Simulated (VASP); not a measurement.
Crystal: LaIn.

```
La In
1.0
     3.95408    0.00000    0.00000
     0.00000    3.95408    0.00000
     0.00000    0.00000    3.95408
La In
1 1
Direct
  0.50000 0.50000 0.50000
  0.00000 0.00000 0.00000
```

| Quantity | Value |
| --- | --- |
| Program | VASP 6.6.1 |
| Task | relaxation of cell and atoms |
| Functional | PBEsol |
| Potentials or basis | VASP PAW PBE potentials, release 64 (La, In_d) |
| Cutoff | 600 eV |
| k mesh | 12 × 12 × 12 |
| Occupations | fermi-dirac, width 0.1 eV |
| Spin | no spin polarisation |

At the start: pressure -2.2 GPa; volume 30.91 Å³/atom.

**Question.** Where does the relaxation end?

**Answer.** Over 3 steps the energy falls by 9.9 meV/atom and the volume is 29.54 Å³/atom (-4.4 %); space group Pm-3m (No. 221, to 0.1 Å) before and after.

The path:
```csv
step,energy change (eV),largest force (eV/Å),pressure (GPa),volume (Å³)
1,0.0000,0.0000,-2.23,61.82
2,-0.0168,0.0000,0.97,58.06
3,-0.0198,0.0000,0.00,59.07
```

Final structure:
```
CELL_PARAMETERS angstrom
3.89462 0.00000 0.00000
0.00000 3.89462 0.00000
0.00000 0.00000 3.89462
ATOMIC_POSITIONS crystal
La 0.50000 0.50000 0.50000
In 0.00000 0.00000 0.00000
```

Caveat: the PAW data sets were made with another functional, which shifts forces and pressure a little.
